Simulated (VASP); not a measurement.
# SiO2 (P4_12_12) in VASP: settings compared, part 2 of 2

VASP 6.6.1. The steps go on from the part before.

## Step 3: Electric field gradients, r2SCAN

File POSCAR:

```
SiO2
1.0
    4.5990000000      0.0000000000      0.0000000000
    0.0000000000      4.5990000000      0.0000000000
    0.0000000000      0.0000000000      6.1300000000
Si O
4 8
Direct
    0.3412405351      0.3412405351      0.0000000000
    0.1587594649      0.8412405351      0.2500000000
    0.6587594649      0.6587594649      0.5000000000
    0.8412405351      0.1587594649      0.7500000000
    0.2212004616      0.1847437058      0.2195231248
    0.3152562942      0.7212004616      0.4695231248
    0.7787995384      0.8152562942      0.7195231248
    0.6847437058      0.2787995384      0.9695231248
    0.7212004616      0.3152562942      0.5304768752
    0.8152562942      0.7787995384      0.2804768752
    0.2787995384      0.6847437058      0.0304768752
    0.1847437058      0.2212004616      0.7804768752
```

File INCAR.step1:

```
SYSTEM = SiO2
PREC     = Accurate       ! precision mode
ENCUT    = 520            ! plane-wave cutoff, eV
ISMEAR   = -1             ! smearing method
SIGMA    = 0.02           ! smearing width, eV
LREAL    = .FALSE.        ! projectors in reciprocal space
LASPH    = .TRUE.         ! aspherical terms in the spheres
NELM     = 100            ! most SCF steps
NBANDS   = 44             ! bands
GGA      = PE             ! functional
ALGO     = Normal         ! electronic algorithm
EDIFF    = 1E-4           ! SCF threshold, eV
LWAVE    = .TRUE.         ! write WAVECAR
LCHARG   = .FALSE.        ! write CHGCAR
```

File INCAR.step2:

```
SYSTEM = SiO2
PREC     = Accurate       ! precision mode
ENCUT    = 520            ! plane-wave cutoff, eV
EDIFF    = 1E-8           ! SCF threshold, eV
ISMEAR   = -1             ! smearing method
SIGMA    = 0.02           ! smearing width, eV
LREAL    = .FALSE.        ! projectors in reciprocal space
LASPH    = .TRUE.         ! aspherical terms in the spheres
NELM     = 100            ! most SCF steps
ALGO     = Normal         ! electronic algorithm
ISIF     = 2              ! what is computed and relaxed
LWAVE    = .FALSE.        ! write WAVECAR
LCHARG   = .FALSE.        ! write CHGCAR
METAGGA  = R2SCAN         ! meta-GGA
LMIXTAU  = .TRUE.       
LEFG     = .TRUE.       
NBANDS   = 44             ! bands
ISTART   = 1
```

File KPOINTS:

```
regular mesh
0
G
  5 5 4
  0 0 0
```

Potentials or basis: VASP PAW PBE potentials, release 64 (Si, O).

The run is started by

```
> cat potpaw_PBE.64/Si/POTCAR potpaw_PBE.64/O/POTCAR > POTCAR
> cp INCAR.step1 INCAR
> mpirun -np 1 vasp_std > vasp.out
> cp INCAR.step2 INCAR
> mpirun -np 1 vasp_std > vasp.out
```

OUTCAR:

```text
SYSTEM = SiO2
   PREC = Accurate
   ENCUT = 520
   EDIFF = 1E-8
   ISMEAR = -1
   LREAL = .FALSE.
   LASPH = .TRUE.
   NELM = 100
   ISIF = 2
   METAGGA = R2SCAN
   ISTART = 1

 ion  position               nearest neighbor table
   1  0.341  0.341  0.000-   8 1.62  11 1.62   5 1.62  12 1.62   2 2.89   4 2.89   2 2.89   4 2.89

   2  0.159  0.841  0.250-   5 1.62  10 1.62   6 1.62  11 1.62   1 2.89   3 2.89   1 2.89   3 2.89

   3  0.659  0.659  0.500-   6 1.62   9 1.62   7 1.62  10 1.62   2 2.89   4 2.89   4 2.89   2 2.89

   4  0.841  0.159  0.750-   7 1.62  12 1.62   9 1.62   8 1.62   1 2.89   3 2.89   3 2.89   1 2.89

   5  0.221  0.185  0.220-   2 1.62   1 1.62
   6  0.315  0.721  0.470-   3 1.62   2 1.62
   7  0.779  0.815  0.720-   4 1.62   3 1.62
   8  0.685  0.279  0.970-   1 1.62   4 1.62
   9  0.721  0.315  0.530-   3 1.62   4 1.62
  10  0.815  0.779  0.280-   2 1.62   3 1.62
  11  0.279  0.685  0.030-   1 1.62   2 1.62
  12  0.185  0.221  0.780-   4 1.62   1 1.62

  LATTYP: Found a simple tetragonal cell.
 ALAT       =     4.5990000000
 C/A-ratio  =     1.3328984562

  Lattice vectors:

 A1 = (   4.5990000000,   0.0000000000,   0.0000000000)
 A2 = (   0.0000000000,   4.5990000000,   0.0000000000)
 A3 = (   0.0000000000,   0.0000000000,   6.1300000000)

[... 1090 lines left out ...]
   3      -1.420    -1.420     2.841     4.536    -4.984     4.984
   4      -1.420    -1.420     2.841    -4.536    -4.984    -4.984
   5     -43.260    37.750     5.510    30.462   -24.593   -38.276
   6      37.750   -43.260     5.510   -30.462    38.276   -24.593
   7     -43.260    37.750     5.510    30.462    24.593    38.276
   8      37.750   -43.260     5.510   -30.462   -38.276    24.593
   9     -43.260    37.750     5.510   -30.462    24.593   -38.276
  10      37.750   -43.260     5.510    30.462   -38.276   -24.593
  11     -43.260    37.750     5.510   -30.462   -24.593    38.276
  12      37.750   -43.260     5.510    30.462    38.276    24.593
---------------------------------------------------------------------

 Electric field gradients after diagonalization (V/A^2)
 (convention: |V_zz| > |V_xx| > |V_yy|)
----------------------------------------------------------------------
 ion       V_xx      V_yy      V_zz     asymmetry (V_yy - V_xx)/ V_zz
----------------------------------------------------------------------
   1       6.751     3.116    -9.867       0.368
   2       6.751     3.116    -9.867       0.368
   3       6.751     3.116    -9.867       0.368
   4       6.751     3.116    -9.867       0.368
   5     -56.339   -19.587    75.926       0.484
   6     -56.339   -19.587    75.926       0.484
   7     -56.339   -19.587    75.926       0.484
   8     -56.339   -19.587    75.926       0.484
   9     -56.339   -19.587    75.926       0.484
  10     -56.339   -19.587    75.926       0.484
  11     -56.339   -19.587    75.926       0.484
  12     -56.339   -19.587    75.926       0.484
----------------------------------------------------------------------

           NMR quadrupolar parameters

 Cq : quadrupolar parameter    Cq=e*Q*V_zz/h
 eta: asymmetry parameters     (V_yy - V_xx)/ V_zz
 Q  : nuclear electric quadrupole moment in mb (millibarn)
----------------------------------------------------------------------
 ion       Cq(MHz)       eta       Q (mb)
----------------------------------------------------------------------
   1      -0.024       0.368       1.000
   2      -0.024       0.368       1.000
   3      -0.024       0.368       1.000
   4      -0.024       0.368       1.000
   5       0.184       0.484       1.000
   6       0.184       0.484       1.000
   7       0.184       0.484       1.000
   8       0.184       0.484       1.000
   9       0.184       0.484       1.000
  10       0.184       0.484       1.000
  11       0.184       0.484       1.000
  12       0.184       0.484       1.000
----------------------------------------------------------------------
```

OUTCAR.step1:

```text
SYSTEM = SiO2
   PREC = Accurate
   ENCUT = 520
   ISMEAR = -1
   LREAL = .FALSE.
   LASPH = .TRUE.
   NELM = 100
[... 1103 lines left out ...]
      3.74936      3.58170      1.71932        -0.010338      0.003233     -0.013949
      1.28220      3.14914      0.18682         0.003233      0.010338     -0.013949
      0.84964      1.01730      4.78432         0.010338     -0.003233     -0.013949
 -----------------------------------------------------------------------------------
    total drift:                               -0.000000      0.000000      0.000000

  FREE ENERGIE OF THE ION-ELECTRON SYSTEM (eV)
  ---------------------------------------------------
  free  energy   TOTEN  =       -93.4823758360 eV

  energy  without entropy=      -93.4823758360  energy(sigma->0) =      -93.48237584
```

OSZICAR.step1:

```text
N       E                     dE             d eps       ncg     rms          rms(c)
DAV:   1     0.356720586970E+03    0.35672E+03   -0.34666E+04  1584   0.138E+03
DAV:   2    -0.828961750399E+02   -0.43962E+03   -0.42683E+03  1984   0.315E+02
DAV:   3    -0.105010508625E+03   -0.22114E+02   -0.22011E+02  1984   0.730E+01
DAV:   4    -0.105251432738E+03   -0.24092E+00   -0.24057E+00  1952   0.854E+00
DAV:   5    -0.105254846229E+03   -0.34135E-02   -0.34113E-02  1964   0.993E-01    0.289E+01
DAV:   6    -0.934284345652E+02    0.11826E+02   -0.43071E+01  1884   0.313E+01    0.141E+01
DAV:   7    -0.934672160582E+02   -0.38781E-01   -0.15221E+00  1936   0.532E+00    0.504E+00
DAV:   8    -0.934670101632E+02    0.20589E-03   -0.62495E-02  1920   0.168E+00    0.198E+00
DAV:   9    -0.934811518394E+02   -0.14142E-01   -0.28506E-02  1800   0.109E+00    0.336E-01
DAV:  10    -0.934823550152E+02   -0.12032E-02   -0.30392E-03  1988   0.269E-01    0.107E-01
DAV:  11    -0.934823758360E+02   -0.20821E-04   -0.53332E-04  1696   0.127E-01
   1 F= -.93482376E+02 E0= -.93482376E+02  d E =-.575671E-11
```

It took 9.7 min on 1 thread of Intel Xeon 8259CL, shared host; peak memory 0.28 GiB.

What came out:

- Free energy: -118.1756 eV
- Pressure: 5.9 GPa
- Largest force: 0.385 eV/Å
- Band gap on the k mesh: 6.68 eV
- Largest electric field gradient by atom: Si -9.9; O +75.9 V/Å²

Forces on the atoms (eV/Å):
```
Si   0.060  0.060  0.000
Si  -0.060  0.060  0.000
Si  -0.060 -0.060  0.000
Si   0.060 -0.060  0.000
O    0.067 -0.213 -0.314
O    0.213  0.067 -0.314
O   -0.067  0.213 -0.314
O   -0.213 -0.067 -0.314
O    0.067  0.213  0.314
O    0.213 -0.067  0.314
O   -0.067 -0.213  0.314
O   -0.213  0.067  0.314
```

Electric field gradients, principal values (V/Å²):
| atom | least | middle | greatest (by size) |
| --- | --- | --- | --- |
| 1 Si | 3.116 | 6.751 | -9.867 |
| 2 Si | 3.116 | 6.751 | -9.867 |
| 3 Si | 3.116 | 6.751 | -9.867 |
| 4 Si | 3.116 | 6.751 | -9.867 |
| 5 O | -19.587 | -56.339 | 75.926 |
| 6 O | -19.587 | -56.339 | 75.926 |
| 7 O | -19.587 | -56.339 | 75.926 |
| 8 O | -19.587 | -56.339 | 75.926 |
| 9 O | -19.587 | -56.339 | 75.926 |
| 10 O | -19.587 | -56.339 | 75.926 |
| 11 O | -19.587 | -56.339 | 75.926 |
| 12 O | -19.587 | -56.339 | 75.926 |

Caveat: the cell stands under pressure; without QUAD_EFG the Cq values of the log hold for a quadrupole moment of 1 mb, not for the nuclei; the PAW data sets were made with another functional, which shifts forces and pressure a little. A k mesh can miss the band edges.
